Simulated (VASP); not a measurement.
# La (Fd-3m) in VASP: a series of runs

The runs below take La through single point, with PBE.

All numbers are computed with VASP 6.6.1; they aren't measurements. Logs are shortened: lines on timing, memory, paths and dates and some standing lists are left out, and cuts for length are marked.

### 1 The cell of the first run

Symmetry: Fd-3m, No. 227, cubic system. The conventional cell has a = 6.432 Å, b = 6.432 Å, c = 6.432 Å, α = 90.00°, β = 90.00°, γ = 90.00°. Within 3.7 Å of La (site symmetry -43m) lie 4 La at 2.79 Å.

This isn't the form of La at room conditions, which is double hcp.

### 2 Single point, PBE

Input file INCAR:

```
PREC = Accurate
ENCUT = 520
EDIFF = 1E-7
ISMEAR = -1
SIGMA = 0.1
LREAL = F
LASPH = T
NELM = 80
ALGO = Normal
ISIF = 2
LWAVE = F
LCHARG = F
GGA = PE
NBANDS = 18
```

Input file KPOINTS:

```
regular mesh
0
Gamma
  10 10 10
```

Input file POSCAR:

```
La
1.0
    0.0000000000      3.2162381059      3.2162381059
    3.2162381059      0.0000000000      3.2162381059
    3.2162381059      3.2162381059      0.0000000000
La
2
Direct
   -0.1250000000     -0.1250000000     -0.1250000000
    0.1250000000      0.1250000000      0.1250000000
```

Potentials or basis: VASP PAW PBE potentials, release 64 (La).

On the command line:

```bash
$ cat potpaw_PBE.64/La/POTCAR > POTCAR
$ mpirun -np 1 vasp_std > vasp.out
```

OUTCAR:

```text
PREC = Accurate
   ENCUT = 520
   EDIFF = 1E-7
   ISMEAR = -1
   LREAL = F
   LASPH = T
   NELM = 80
   ISIF = 2
   GGA = PE

 ion  position               nearest neighbor table
   1  0.875  0.875  0.875-   2 2.79   2 2.79   2 2.79   2 2.79
   2  0.125  0.125  0.125-   1 2.79   1 2.79   1 2.79   1 2.79

  LATTYP: Found a face centered cubic cell.
 ALAT       =     6.4324762118

  Lattice vectors:

 A1 = (   0.0000000000,   3.2162381059,   3.2162381059)
 A2 = (   3.2162381059,   0.0000000000,   3.2162381059)
 A3 = (   3.2162381059,   3.2162381059,   0.0000000000)

Analysis of symmetry for initial positions (statically):
=====================================================================
 Subroutine PRICEL returns:
 Original cell was already a primitive cell.

 Routine SETGRP: Setting up the symmetry group for a
 face centered cubic supercell.

 Subroutine GETGRP returns: Found 48 space group operations
 (whereof 12 operations were pure point group operations)
 out of a pool of 48 trial point group operations.

The static configuration has the point symmetry D_3d.
 The point group associated with its full space group is O_h .

Analysis of symmetry for dynamics (positions and initial velocities):
=====================================================================
 Subroutine PRICEL returns:
 Original cell was already a primitive cell.

 Routine SETGRP: Setting up the symmetry group for a
 face centered cubic supercell.

 Subroutine GETGRP returns: Found 48 space group operations
 (whereof 12 operations were pure point group operations)
 out of a pool of 48 trial point group operations.

The dynamic configuration has the point symmetry D_3d.
 The point group associated with its full space group is O_h .

 Subroutine INISYM returns: Found 48 space group operations
 (whereof 12 operations are pure point group operations),
 and found     1 'primitive' translations

----------------------------------------------------------------------------------------

                                     Primitive cell

  volume of cell :      66.5387

  direct lattice vectors                    reciprocal lattice vectors
     0.000000000  3.216238106  3.216238106    -0.155461127  0.155461127  0.155461127
     3.216238106  0.000000000  3.216238106     0.155461127 -0.155461127  0.155461127
     3.216238106  3.216238106  0.000000000     0.155461127  0.155461127 -0.155461127

  length of vectors
     4.548447549  4.548447549  4.548447549     0.269266570  0.269266570  0.269266570

  position of ions in fractional coordinates (direct lattice)
     0.875000000  0.875000000  0.875000000
     0.125000000  0.125000000  0.125000000

  ion indices of the primitive-cell ions
   primitive index   ion index
                 1           1
                 2           2

----------------------------------------------------------------------------------------

 KPOINTS: regular mesh

Automatic generation of k-mesh.
 Grid dimensions read from file:
 generate k-points for:   10   10   10

 Generating k-lattice:

  Cartesian coordinates                     Fractional coordinates (reciprocal lattice)
    -0.015546113  0.015546113  0.015546113     0.100000000  0.000000000  0.000000000
     0.015546113 -0.015546113  0.015546113     0.000000000  0.100000000  0.000000000
     0.015546113  0.015546113 -0.015546113     0.000000000  0.000000000  0.100000000

  Length of vectors
     0.026926657  0.026926657  0.026926657

  Shift w.r.t. Gamma in fractional coordinates (k-lattice)
     0.000000000  0.000000000  0.000000000

 Subroutine IBZKPT returns following result:
 ===========================================

 Found     47 irreducible k-points:

 Following reciprocal coordinates:
            Coordinates               Weight
  0.000000  0.000000  0.000000      1.000000
  0.100000  0.000000  0.000000      8.000000
  0.200000  0.000000  0.000000      8.000000
  0.300000  0.000000  0.000000      8.000000
  0.400000  0.000000  0.000000      8.000000
  0.500000  0.000000  0.000000      4.000000
[... 16 lines left out ...]
  0.300000  0.300000  0.000000      6.000000
  0.400000  0.300000  0.000000     24.000000
 [... further k-points ...]
   k-points           NKPTS =     47   k-points in BZ     NKDIM =     47   number of bands    NBANDS=     18
   number of dos      NEDOS =    301   number of ions     NIONS =      2
   total plane-waves  NPLWV =  46656
   dimension x,y,z NGX =    36 NGY =   36 NGZ =   36
   dimension x,y,z NGXF=    72 NGYF=   72 NGZF=   72
   ions per type =               2
   NGX,Y,Z   is equivalent  to a cutoff of  13.16, 13.16, 13.16 a.u.
   NGXF,Y,Z  is equivalent  to a cutoff of  26.32, 26.32, 26.32 a.u.
 SYSTEM =  unknown system
   PREC   = accura    normal or accurate (medium, high low for compatibility)
   ISTART =      0    job   : 0-new  1-cont  2-samecut
   ICHARG =      2    charge: 1-file 2-atom 10-const
   ISPIN  =      1    spin polarized calculation?
   LNONCOLLINEAR =      F non collinear calculations
   LSORBIT =      F    spin-orbit coupling
   LASPH  =      T    aspherical Exc in radial PAW
   ENCUT  =  520.0 eV  38.22 Ry    6.18 a.u.   8.46  8.46  8.46*2*pi/ulx,y,z
   NELM   =     80;   NELMIN=  2; NELMDL= -5     # of ELM steps
   EDIFF  = 0.1E-06   stopping-criterion for ELM
   LREAL  =      F    real-space projection
   EDIFFG = 0.1E-05   stopping-criterion for IOM
   NSW    =      0    number of steps for IOM
   IBRION =     -1    ionic relax: 0-MD 1-quasi-New 2-CG
   NFREE  =      0    steps in history (QN), initial steepest desc. (CG)
   ISIF   =      2    stress and relaxation
   ISYM   =      2    0-nonsym 1-usesym 2-fastsym
   POTIM  = 0.5000    time-step for ionic-motion
   TEBEG  =    0.0;   TEEND  =   0.0 temperature during run
   PSTRESS=    0.0 pullay stress
   NELECT =      22.0000    total number of electrons
   NUPDOWN=      -1.0000    fix difference up-down
   EMIN   =  10.00;   EMAX   =-10.00  energy-range for DOS
   EFERMI =   0.00;   METHOD = LEGACY
   ISMEAR =    -1;   SIGMA  =   0.10  broadening in eV -4-tet -1-fermi 0-gaus
   EFERMI_NEDOS =   21; number of points for ismear=-14 and -15
   IALGO  =     38    algorithm
   IMIX   =      4    mixing-type and parameters
     AMIX     =   0.40;   BMIX     =  1.00
     AMIX_MAG =   1.60;   BMIX_MAG =  1.00
  volume/ion in A,a.u.               =      33.27       224.51
  Fermi-wavevector in a.u.,A,eV,Ry     =   1.132029  2.139225 17.435724  1.281490
  Thomas-Fermi vector in A             =   2.268729
   LORBIT       =      0    0 simple, 1 ext, 2 COOP (PROOUT), +10 PAW based schemes
   GGA     = PE    functional components
   LHFCALC =     F    Hartree Fock is set to
   AEXX    =    0.0000 exact exchange contribution
   IVDW    =     0    specifies the selected vdW correction
   LEPSILON=     F    determine dielectric tensor
   LRPA    =     F    only Hartree local field effects (RPA)
 non-spin polarized calculation
  energy-cutoff  :      520.00
  volume of cell :       66.54
 maximum number of plane-waves:      1816
 NGX is ok and might be reduce to    36
   NGX = 17   NGY = 17   NGZ = 17

 number of electron      21.9999999 magnetization

 Free energy of the ion-electron system (eV)
  ---------------------------------------------------
  ext. energy  EPLUGINS =         0.00000000
  ---------------------------------------------------
  free energy    TOTEN  =        -7.61336975 eV

  energy without entropy =       -7.55954236  energy(sigma->0) =       -7.58645605

 E-fermi :   8.4851     XC(G=0):  -9.7433

 val. band max:        8.4827054603   @ k =   0.4000   0.3000   0.0000
 cond. band min:       8.5250365017   @ k =   0.4000   0.0000   0.0000
 fundamental gap:      0.0423310415
 Fermi energy:         8.4851124500

 k-point     1 :       0.0000    0.0000    0.0000
  band No.  band energies     occupation
      1     -25.1879      2.00000
      2     -22.8738      2.00000
      3      -9.3837      2.00000
      4      -9.3837      2.00000
      5      -9.3837      2.00000
      6      -6.8195      2.00000
[... 10 lines left out ...]
     17      10.3108      0.00000
     18      10.3492      0.00000

 k-point     2 :       0.1000    0.0000    0.0000
  band No.  band energies     occupation
      1     -25.1524      2.00000
      2     -22.9256      2.00000
      3      -9.4227      2.00000
      4      -9.4227      2.00000
      5      -9.3823      2.00000
      6      -6.7830      2.00000
[... 10 lines left out ...]
     17      10.2796      0.00000
     18      10.3158      0.00000

 k-point     3 :       0.2000    0.0000    0.0000
  band No.  band energies     occupation
      1     -25.0513      2.00000
      2     -23.0691      2.00000
      3      -9.5180      2.00000
      4      -9.5180      2.00000
      5      -9.3854      2.00000
      6      -6.6745      2.00000
[... 10 lines left out ...]
     17      10.1930      0.00000
     18      10.3300      0.00000

 k-point     4 :       0.3000    0.0000    0.0000
  band No.  band energies     occupation
      1     -24.9036      2.00000
      2     -23.2683      2.00000
      3      -9.6244      2.00000
      4      -9.6244      2.00000
      5      -9.4014      2.00000
      6      -6.5153      2.00000
[... 375 lines left out ...]
      4      -9.6258      2.00000
      5      -9.0912      2.00000
      6      -6.8232      2.00000
[... 10 lines left out ...]
     17      10.2044      0.00000
     18      10.3840      0.00000

 k-point    23 :       0.3000    0.3000    0.0000
  band No.  band energies     occupation
      1     -24.7758      2.00000
      2     -23.4314      2.00000
      3      -9.8848      2.00000
      4      -9.8848      2.00000
      5      -8.7347      2.00000
      6      -7.3141      2.00000
[... 10 lines left out ...]
     17      10.2349      0.00000
     18      10.4208      0.00000

 k-point    24 :       0.4000    0.3000    0.0000
  band No.  band energies     occupation
      1     -24.6253      2.00000
      2     -23.6139      2.00000
      3      -9.9932      2.00000
      4      -9.9567      2.00000
      5      -8.5636      2.00000
      6      -7.4164      2.00000
[... 10 lines left out ...]
     17      10.3691      0.00000
     18      10.4612      0.00000

 [... further k-points ...]

------------------------ aborting loop because EDIFF is reached ----------------------------------------

  FORCE on cell =-STRESS in cart. coord.  units (eV):
  Direction    XX          YY          ZZ          XY          YZ          ZX
  --------------------------------------------------------------------------------------
  -------------------------------------------------------------------------------------
  Total        2.8625226      2.8625226      2.8625226      0.0000000      0.0000000      0.0000000
  in kB       68.9262946     68.9262946     68.9262946      0.0000000      0.0000000      0.0000000
  external PRESSURE =      68.9262946 kB  Pullay stress =       0.0000000 kB

 VOLUME and BASIS-vectors are now :
 -----------------------------------------------------------------------------
  energy-cutoff  :      520.00
  volume of cell :       66.54
      direct lattice vectors                 reciprocal lattice vectors
     0.000000000  3.216238106  3.216238106    -0.155461127  0.155461127  0.155461127
     3.216238106  0.000000000  3.216238106     0.155461127 -0.155461127  0.155461127
     3.216238106  3.216238106  0.000000000     0.155461127  0.155461127 -0.155461127

 POSITION                                       TOTAL-FORCE (eV/Angst)
 -----------------------------------------------------------------------------------
      5.62842      5.62842      5.62842        -0.000000      0.000000      0.000000
      0.80406      0.80406      0.80406         0.000000     -0.000000     -0.000000
 -----------------------------------------------------------------------------------
    total drift:                               -0.000000      0.000000      0.000000

  FREE ENERGIE OF THE ION-ELECTRON SYSTEM (eV)
  ---------------------------------------------------
  free  energy   TOTEN  =        -7.6133697507 eV

  energy  without entropy=       -7.5595423555  energy(sigma->0) =       -7.58645605
```

It took 53 s on 1 thread of Intel Xeon Platinum 8488C (Sapphire Rapids), shared host; peak memory 0.23 GiB.

What came out:

| Item | Value |
| --- | --- |
| Free energy | -7.6134 eV |
| Pressure | 6.9 GPa |
| Band gap on the k mesh | zero (bands 11 and 12 overlap by 0.19 eV) |

Caveat: the cell stands under pressure; spin-orbit coupling is left out, which moves the levels of the heavy elements.

### 3 Single point, PBE

Input file INCAR:

```
SYSTEM = La
PREC = Accurate
ENCUT = 520
EDIFF = 1E-7
ISMEAR = -1
SIGMA = 0.1
LREAL = .FALSE.
LASPH = .TRUE.
NELM = 100
ALGO = Normal
ISIF = 2
LWAVE = .FALSE.
LCHARG = .FALSE.
GGA = PE
NBANDS = 18
```

Input file KPOINTS:

```
regular mesh
0
G
  10 10 10
  0 0 0
```

Input file POSCAR:

```
La
1.0
    0.0000000000      3.2168776346      3.2168776346
    3.2168776346      0.0000000000      3.2168776346
    3.2168776346      3.2168776346      0.0000000000
La
2
Direct
   -0.1250000000     -0.1250000000     -0.1250000000
    0.1250000000      0.1250000000      0.1250000000
```

Potentials or basis: VASP PAW PBE potentials, release 64 (La).

On the command line:

```bash
$ cat potpaw_PBE.64/La/POTCAR > POTCAR
$ mpirun -np 1 vasp_std > vasp.out
```

Wall time 51 s (1 thread of Intel Xeon Platinum 8488C (Sapphire Rapids), shared host); peak memory 0.24 GiB.

Results (log left out):

- Free energy: -7.6151 eV
- Pressure: 6.8 GPa
- Band gap on the k mesh: zero (bands 11 and 12 overlap by 0.19 eV)

Levels at points of the mesh, in eV from the Fermi level:
| k point | band 8 | band 9 | band 10 | band 11 | band 12 | band 13 | band 14 | band 15 |
| --- | --- | --- | --- | --- | --- | --- | --- | --- |
| (0.00, 0.00, 0.00) | -15.31 | -2.32 | -0.84 | -0.84 | 1.00 | 1.00 | 1.00 | 1.82 |
| (0.50, 0.00, 0.00) | -14.77 | -1.30 | -0.68 | -0.68 | -0.11 | 0.07 | 0.07 | 1.88 |
| (0.50, 0.50, 0.00) | -14.17 | -1.88 | -1.88 | -0.14 | -0.14 | 0.78 | 0.78 | 1.95 |

Caveat: the cell stands under pressure; spin-orbit coupling is left out, which moves the levels of the heavy elements.
